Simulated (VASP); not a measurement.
A run of VASP 6.6.1 is set up as follows.

Contents of INCAR:

```
SYSTEM = Cu
ALGO = Normal ; EDIFF = 1E-6
ENCUT = 520 ; GGA = PE
ISIF = 2 ; ISMEAR = -1
LASPH = .True. ; LCHARG = .False.
LREAL = .False. ; LWAVE = .False.
NBANDS = 12 ; NELM = 100
PREC = Accurate ; SIGMA = 0.05
```

The input KPOINTS:

```
k-points
0
Gamma
  16 16 16
  0 0 0
```

File POSCAR:

```
Cu
1.0
    1.9709553915      0.0000000000      0.0000000000
    0.0000000000      1.9709553915      0.0000000000
    0.0000000000      0.0000000000      1.9709553915
Cu
1
Direct
    0.0000000000      0.0000000000      0.0000000000
```

Potentials or basis: VASP PAW PBE potentials, release 64 (Cu).

Run with:

```bash
$ cat potpaw_PBE.64/Cu/POTCAR > POTCAR
$ mpirun -np 1 vasp_std > vasp.out
```

(1) Predict the pressure.

## Answers

(1) 268.0 GPa.
